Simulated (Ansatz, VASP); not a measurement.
Pt: VASP beside Ansatz

File INCAR:

```
ALGO = Normal
EDIFF = 1E-6
ENCUT = 520
GGA = PS
ISIF = 2
ISMEAR = 0
LASPH = True
LCHARG = True
LELF = True
LREAL = False
LVHAR = True
LWAVE = False
NBANDS = 17
NELM = 80
PREC = Accurate
SIGMA = 0.1
```

KPOINTS

```
k-points
0
Gamma
  9 9 18
```

The input POSCAR:

```
Pt
1.0
    4.0056786547      0.0000000000      0.0000000001
    0.0000000000      4.0056786547      0.0000000000
   -2.0028393274      0.0000000000      1.9233005903
Pt
2
Direct
    0.0000000000      0.0000000000      0.0000000000
    0.5000000000      0.5000000000      0.0000000000
```

Input for Ansatz:

```yaml
crystal:
  lattice:
    - [4.0056786547, 0.0, 1.0e-10]
    - [0.0, 4.0056786547, 0.0]
    - [-2.0028393274, 0.0, 1.9233005903]
  atoms:
    - { symbol: Pt, position: [0.0, 0.0, 0.0] }
    - { symbol: Pt, position: [0.5, 0.5, 0.0] }
basis:
  xc_grid: 2
kpoints:
  mp_grid: { grid: [9, 9, 18] }
hamiltonian:
  xc: pbesol
scf:
  occupations: { method: gaussian, width: 0.1 }
  eigensolver: { kind: davidson }
output:
  forces: true
  eigenvalues: true
  stress: true
```

Alike in both runs: task single point; functional PBEsol; k mesh 9 × 9 × 18; occupations gaussian, width 0.1 eV; no spin polarisation.

|  | VASP | Ansatz |
| --- | --- | --- |
| version | VASP 6.6.1 | Ansatz 0.2.0 |
| potentials or method | VASP PAW PBE potentials, release 64 (Pt) | scalar-relativistic, plane waves, PAW |
| plane-wave cutoff (eV) | 520 | 420 |
| valence electrons in the cell | 20 | 36 |

|  | VASP | Ansatz | Ansatz less VASP |
| --- | --- | --- | --- |
| gap on the k mesh at the Fermi level (eV) | none | none | - |
| pressure (GPa) | -7.2 | -6.8 | +0.41 |
| traceless stress, the component that is largest in VASP (GPa) | 2.47 | 2.49 | +0.015 |

VASP's potentials were made for PBE, not for PBEsol. A gap of «none» marks a metal or a gap that the smearing closes. VASP's potentials hold 20 valence electrons a cell and Ansatz's 36, so a difference there can come from the potentials and not from the codes.

Neither program's run includes spin-orbit coupling.
